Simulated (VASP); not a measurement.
# GaP (I-4m2) in VASP: notebook

GaP is run at these levels: LDA; tasks: electric field gradients.

Program: VASP 6.6.1. These are calculated values, not measurements. Logs are shortened: lines on timing, memory, paths and dates and some standing lists are left out, and cuts for length are marked.

**1. The cell of the first run**

The structure is tetragonal, space group I-4m2 (No. 119). Conventional cell: a = 3.854 Å, b = 3.854 Å, c = 5.505 Å, α = 90.00°, β = 90.00°, γ = 90.00°. Ga (site symmetry -4m2) has 4 P at 2.37 Å within 3.1 Å. Within 3.1 Å of P (site symmetry -4m2) lie 4 Ga at 2.37 Å.

**2. Electric field gradients, LDA (zz strain of +1 %)**

The input, INCAR:

```
ALGO = Normal ; EDIFF = 1E-8
ENCUT = 520 ; ISIF = 2
ISMEAR = -1 ; LASPH = True
LCHARG = False ; LEFG = True
LREAL = False ; LWAVE = False
NBANDS = 16 ; NELM = 100
PREC = Accurate ; SIGMA = 0.05
```

The input, KPOINTS:

```
k-points
0
Gamma
  10 10 10
```

The input, POSCAR:

```
GaP
1.0
    0.0000000000      2.7252500000      2.7525025000
    2.7252500000      0.0000000000      2.7525025000
    2.7252500000      2.7252500000      0.0000000000
Ga P
1 1
Direct
    0.0000000000      0.0000000000      0.0000000000
    0.7500000000      0.7500000000      0.7500000000
```

Potentials or basis: VASP PAW LDA potentials, release 64 (Ga_d, P).

Launch:

```bash
$ cat potpaw_LDA.64/Ga_d/POTCAR potpaw_LDA.64/P/POTCAR > POTCAR
$ mpirun -np 1 vasp_std > vasp.out
```

OUTCAR:

```text
EDIFF = 1E-8
   ENCUT = 520
   ISIF = 2
   ISMEAR = -1
   LASPH = True
   LREAL = False
   NELM = 100
   PREC = Accurate

 ion  position               nearest neighbor table
   1  0.000  0.000  0.000-   2 2.37   2 2.37   2 2.37   2 2.37
   2  0.750  0.750  0.750-   1 2.37   1 2.37   1 2.37   1 2.37

  LATTYP: Found a body centered tetragonal cell.
 ALAT       =     3.8540855109
 C/A-ratio  =     1.4283556980

  Lattice vectors:

 A1 = (  -2.7252500000,   0.0000000000,   2.7525025000)
 A2 = (   2.7252500000,   0.0000000000,   2.7525025000)
 A3 = (   0.0000000000,   2.7252500000,  -2.7525025000)

Analysis of symmetry for initial positions (statically):
=====================================================================
 Subroutine PRICEL returns:
 Original cell was already a primitive cell.

 Routine SETGRP: Setting up the symmetry group for a
 body centered tetragonal supercell.

 Subroutine GETGRP returns: Found  8 space group operations
 (whereof  8 operations were pure point group operations)
 out of a pool of 16 trial point group operations.

The static configuration has the point symmetry D_2d.

Analysis of symmetry for dynamics (positions and initial velocities):
=====================================================================
 Subroutine PRICEL returns:
 Original cell was already a primitive cell.

 Routine SETGRP: Setting up the symmetry group for a
 body centered tetragonal supercell.

 Subroutine GETGRP returns: Found  8 space group operations
 (whereof  8 operations were pure point group operations)
 out of a pool of 16 trial point group operations.

The dynamic configuration has the point symmetry D_2d.

 Subroutine INISYM returns: Found  8 space group operations
 (whereof  8 operations are pure point group operations),
 and found     1 'primitive' translations

----------------------------------------------------------------------------------------

                                     Primitive cell

  volume of cell :      40.8856

  direct lattice vectors                    reciprocal lattice vectors
     0.000000000  2.725250000  2.752502500    -0.183469406  0.183469406  0.181652878
     2.725250000  0.000000000  2.752502500     0.183469406 -0.183469406  0.181652878
     2.725250000  2.725250000  0.000000000     0.183469406  0.183469406 -0.181652878

  length of vectors
     3.873403875  3.873403875  3.854085511     0.316733033  0.316733033  0.316733033

  position of ions in fractional coordinates (direct lattice)
     0.000000000  0.000000000  0.000000000
     0.750000000  0.750000000  0.750000000

  ion indices of the primitive-cell ions
   primitive index   ion index
                 1           1
                 2           2

----------------------------------------------------------------------------------------

 KPOINTS: k-points

Automatic generation of k-mesh.
 Grid dimensions read from file:
 generate k-points for:   10   10   10

 Generating k-lattice:

  Cartesian coordinates                     Fractional coordinates (reciprocal lattice)
    -0.018346941  0.018346941  0.018165288     0.100000000  0.000000000  0.000000000
     0.018346941 -0.018346941  0.018165288     0.000000000  0.100000000  0.000000000
     0.018346941  0.018346941 -0.018165288    -0.000000000 -0.000000000  0.100000000

  Length of vectors
     0.031673303  0.031673303  0.031673303

  Shift w.r.t. Gamma in fractional coordinates (k-lattice)
     0.000000000  0.000000000  0.000000000

 Subroutine IBZKPT returns following result:
 ===========================================

 Found    102 irreducible k-points:

 Following reciprocal coordinates:
            Coordinates               Weight
  0.000000  0.000000  0.000000      1.000000
  0.100000 -0.000000  0.000000      8.000000
  0.200000 -0.000000  0.000000      8.000000
  0.300000 -0.000000  0.000000      8.000000
  0.400000 -0.000000  0.000000      8.000000
  0.500000 -0.000000  0.000000      4.000000
[... 16 lines left out ...]
  0.300000  0.300000  0.000000      2.000000
  0.400000  0.300000  0.000000      8.000000
 [... further k-points ...]
   k-points           NKPTS =    102   k-points in BZ     NKDIM =    102   number of bands    NBANDS=     16
   number of dos      NEDOS =    301   number of ions     NIONS =      2
   total plane-waves  NPLWV =  27000
   dimension x,y,z NGX =    30 NGY =   30 NGZ =   30
   dimension x,y,z NGXF=    60 NGYF=   60 NGZF=   60
   ions per type =               1   1
   NGX,Y,Z   is equivalent  to a cutoff of  12.88, 12.88, 12.94 a.u.
   NGXF,Y,Z  is equivalent  to a cutoff of  25.75, 25.75, 25.88 a.u.
 SYSTEM =  unknown system
   PREC   = accura    normal or accurate (medium, high low for compatibility)
   ISTART =      0    job   : 0-new  1-cont  2-samecut
   ICHARG =      2    charge: 1-file 2-atom 10-const
   ISPIN  =      1    spin polarized calculation?
   LNONCOLLINEAR =      F non collinear calculations
   LSORBIT =      F    spin-orbit coupling
   LASPH  =      T    aspherical Exc in radial PAW
   ENCUT  =  520.0 eV  38.22 Ry    6.18 a.u.   7.20  7.20  7.17*2*pi/ulx,y,z
   NELM   =    100;   NELMIN=  2; NELMDL= -5     # of ELM steps
   EDIFF  = 0.1E-07   stopping-criterion for ELM
   LREAL  =      F    real-space projection
   EDIFFG = 0.1E-06   stopping-criterion for IOM
   NSW    =      0    number of steps for IOM
   IBRION =     -1    ionic relax: 0-MD 1-quasi-New 2-CG
   NFREE  =      0    steps in history (QN), initial steepest desc. (CG)
   ISIF   =      2    stress and relaxation
   ISYM   =      2    0-nonsym 1-usesym 2-fastsym
   POTIM  = 0.5000    time-step for ionic-motion
   TEBEG  =    0.0;   TEEND  =   0.0 temperature during run
   PSTRESS=    0.0 pullay stress
   NELECT =      18.0000    total number of electrons
   NUPDOWN=      -1.0000    fix difference up-down
   EMIN   =  10.00;   EMAX   =-10.00  energy-range for DOS
   EFERMI =   0.00;   METHOD = LEGACY
   ISMEAR =    -1;   SIGMA  =   0.05  broadening in eV -4-tet -1-fermi 0-gaus
   EFERMI_NEDOS =   21; number of points for ismear=-14 and -15
   IALGO  =     38    algorithm
   IMIX   =      4    mixing-type and parameters
     AMIX     =   0.40;   BMIX     =  1.00
     AMIX_MAG =   1.60;   BMIX_MAG =  1.00
  volume/ion in A,a.u.               =      20.44       137.95
  Fermi-wavevector in a.u.,A,eV,Ry     =   1.245400  2.353465 21.102924  1.551021
  Thomas-Fermi vector in A             =   2.379624
   LORBIT       =      0    0 simple, 1 ext, 2 COOP (PROOUT), +10 PAW based schemes
   GGA     = CA    functional components
   LHFCALC =     F    Hartree Fock is set to
   AEXX    =    0.0000 exact exchange contribution
   IVDW    =     0    specifies the selected vdW correction
   LEPSILON=     F    determine dielectric tensor
   LRPA    =     F    only Hartree local field effects (RPA)
 non-spin polarized calculation
  energy-cutoff  :      520.00
  volume of cell :       40.89
 maximum number of plane-waves:      1116
 NGX is ok and might be reduce to    30
   NGX = 15   NGY = 15   NGZ = 15

 number of electron      17.9999992 magnetization

 Free energy of the ion-electron system (eV)
  ---------------------------------------------------
  ext. energy  EPLUGINS =         0.00000000
  ---------------------------------------------------
  free energy    TOTEN  =       -10.43432758 eV

  energy without entropy =      -10.43432757  energy(sigma->0) =      -10.43432758

 E-fermi :   5.1095     XC(G=0): -10.1203

 val. band max:        4.4207929827   @ k =   0.0000   0.0000   0.0000
 cond. band min:       5.8428856929   @ k =   0.4000   0.0000   0.4000
 fundamental gap:      1.4220927102
 Fermi energy:         5.1094646180

 k-point     1 :       0.0000    0.0000    0.0000
  band No.  band energies     occupation
      1     -10.2866      2.00000
      2     -10.2838      2.00000
      3     -10.2838      2.00000
      4     -10.1902      2.00000
      5     -10.1889      2.00000
      6      -8.0328      2.00000
[... 8 lines left out ...]
     15      14.0935      0.00000
     16      14.2762      0.00000
[... 419 lines left out ...]
 k-point    24 :       0.4000    0.3000    0.0000
  band No.  band energies     occupation
      1     -10.3721      2.00000
      2     -10.2390      2.00000
      3     -10.2368      2.00000
      4     -10.2114      2.00000
      5     -10.1751      2.00000
      6      -6.0876      2.00000
[... 8 lines left out ...]
     15      16.1974      0.00000
     16      17.8767      0.00000

 [... further k-points ...]

------------------------ aborting loop because EDIFF is reached ----------------------------------------

  FORCE on cell =-STRESS in cart. coord.  units (eV):
  Direction    XX          YY          ZZ          XY          YZ          ZX
  --------------------------------------------------------------------------------------
  -------------------------------------------------------------------------------------
  Total       -0.8008623     -0.8008623     -1.0009186      0.0000000     -0.0000000      0.0000000
  in kB      -31.3832569    -31.3832569    -39.2228315      0.0000000     -0.0000000      0.0000000
  external PRESSURE =     -33.9964484 kB  Pullay stress =       0.0000000 kB

 VOLUME and BASIS-vectors are now :
 -----------------------------------------------------------------------------
  energy-cutoff  :      520.00
  volume of cell :       40.89
      direct lattice vectors                 reciprocal lattice vectors
     0.000000000  2.725250000  2.752502500    -0.183469406  0.183469406  0.181652878
     2.725250000  0.000000000  2.752502500     0.183469406 -0.183469406  0.181652878
     2.725250000  2.725250000  0.000000000     0.183469406  0.183469406 -0.181652878

 POSITION                                       TOTAL-FORCE (eV/Angst)
 -----------------------------------------------------------------------------------
      0.00000      0.00000      0.00000         0.000000      0.000000      0.000000
      4.08788      4.08788      4.12875        -0.000000     -0.000000     -0.000000
 -----------------------------------------------------------------------------------
    total drift:                               -0.000000     -0.000000      0.000000

  FREE ENERGIE OF THE ION-ELECTRON SYSTEM (eV)
  ---------------------------------------------------
  free  energy   TOTEN  =       -10.4343275836 eV

  energy  without entropy=      -10.4343275728  energy(sigma->0) =      -10.43432758

 Electric field gradients (V/A^2)
---------------------------------------------------------------------
 ion       V_xx      V_yy      V_zz      V_xy      V_xz      V_yz
---------------------------------------------------------------------
   1       0.855     0.855    -1.710    -0.002    -0.002    -0.002
   2      -0.604    -0.604     1.207    -0.000    -0.000    -0.000
---------------------------------------------------------------------

 Electric field gradients after diagonalization (V/A^2)
 (convention: |V_zz| > |V_xx| > |V_yy|)
----------------------------------------------------------------------
 ion       V_xx      V_yy      V_zz     asymmetry (V_yy - V_xx)/ V_zz
----------------------------------------------------------------------
   1       0.856     0.853    -1.710       0.002
   2      -0.604    -0.603     1.207       0.000
----------------------------------------------------------------------

           NMR quadrupolar parameters

 Cq : quadrupolar parameter    Cq=e*Q*V_zz/h
 eta: asymmetry parameters     (V_yy - V_xx)/ V_zz
 Q  : nuclear electric quadrupole moment in mb (millibarn)
----------------------------------------------------------------------
 ion       Cq(MHz)       eta       Q (mb)
----------------------------------------------------------------------
   1      -0.004       0.002       1.000
   2       0.003       0.000       1.000
----------------------------------------------------------------------
```

It took 66 s on 1 thread of Intel Xeon Platinum 8375C at 2.90GHz (Ice Lake), shared host; peak memory 0.19 GiB.

Results:

```
Free energy            : -10.4343 eV
Pressure               : -3.4 GPa
Band gap on the k mesh : 1.42 eV, indirect (least direct gap 1.54 eV)
```

Stress tensor (GPa, compression positive):
```
-3.14  0.00  0.00
 0.00 -3.14  0.00
 0.00  0.00 -3.92
```

Levels at points of the mesh, in eV from the valence-band top:
```
           k point  band 6  band 7  band 8  band 9  band 10  band 11  band 12  band 13
(0.00, 0.00, 0.00)  -12.45   -0.06    0.00    0.00     1.54     3.77     3.77     3.79
(0.50, 0.00, 0.00)  -10.40   -6.67   -1.17   -1.09     1.46     4.58     4.65     8.01
(0.50, 0.50, 0.00)   -9.53   -6.85   -2.65   -2.65     1.54     1.74    10.36    10.36
(0.50, 0.00, 0.50)   -9.48   -6.79   -2.72   -2.71     1.48     1.64    10.35    10.36
```

Electric field gradients, principal values (V/Å²):
| atom | least | middle | greatest (by size) |
| --- | --- | --- | --- |
| 1 Ga | 0.853 | 0.856 | -1.710 |
| 2 P | -0.603 | -0.604 | 1.207 |

Caveat: the cell differs from its parent crystal (zz strain of +1 %); without QUAD_EFG the Cq values of the log hold for a quadrupole moment of 1 mb, not for the nuclei.

(Part 1 of 2 ends here.)
